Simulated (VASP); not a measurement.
CrCuO2:

```
Cu O Cr
1.0
     1.48670    0.85835    5.70000
    -1.48670    0.85835    5.70000
     0.00000   -1.71669    5.70000
Cu O Cr
1 2 1
Direct
  0.00000 0.00000 0.00000
  0.10792 0.10792 0.10792
  0.89208 0.89208 0.89208
  0.50000 0.50000 0.50000
```

Base run:

- Program: VASP 6.6.1
- Functional: PBE
- Potentials or basis: VASP PAW PBE potentials, release 64 (Cu, O, Cr_pv)
- Cutoff: 600 eV
- k mesh: 8 × 8 × 8
- Occupations: fermi-dirac, width 0.02 eV
- Spin: collinear spin, ferrimagnetic start
- Starting moments: [0.4, 0.0, 0.0, -1.2] μB
- Hubbard terms: Cr d U = 5.8 eV, Cu d U = 6.7 eV

Its results: band gap on the k mesh 2.55 eV (least direct gap 3.10 eV); pressure 10.8 GPa; largest force 0.748 eV/Å.

Question: After a change of settings the same cell gave: band gap on the k mesh zero (an odd number of electrons rules out a gap without spin polarisation); pressure 1.1 GPa; largest force 1.011 eV/Å. Which change was it?
A. spin from collinear spin, ferrimagnetic start to collinear spin, ferromagnetic start; moments at the start from [0.4, 0.0, 0.0, -1.2] to [0.0, 0.0, 0.0, 3.0]
B. spin from collinear spin, ferrimagnetic start to collinear spin, ferromagnetic start; moments at the start from [0.4, 0.0, 0.0, -1.2] to [1.0, 0.0, 0.0, 3.0]
C. moments at the start from [0.4, 0.0, 0.0, -1.2] to [1.0, 0.0, 0.0, -3.0]
D. spin from collinear spin, ferrimagnetic start to no spin polarisation; further incar settings from ALGO = Normal; EDIFF = 1e-06; NBANDS = 30 to ALGO = Normal; EDIFF = 1e-06; NBANDS = 26

Answer: D.

Caveats: the stress differs along the axes, from 7 to 13 GPa (at least some runs); the stress differs along the axes, from -3 to 10 GPa (at least some runs); an odd number of electrons without spin polarisation forces a metal (at least some runs); a magnetic or distorted state may lie lower (at least some runs); U without spin polarisation on a metal has little footing (at least some runs).
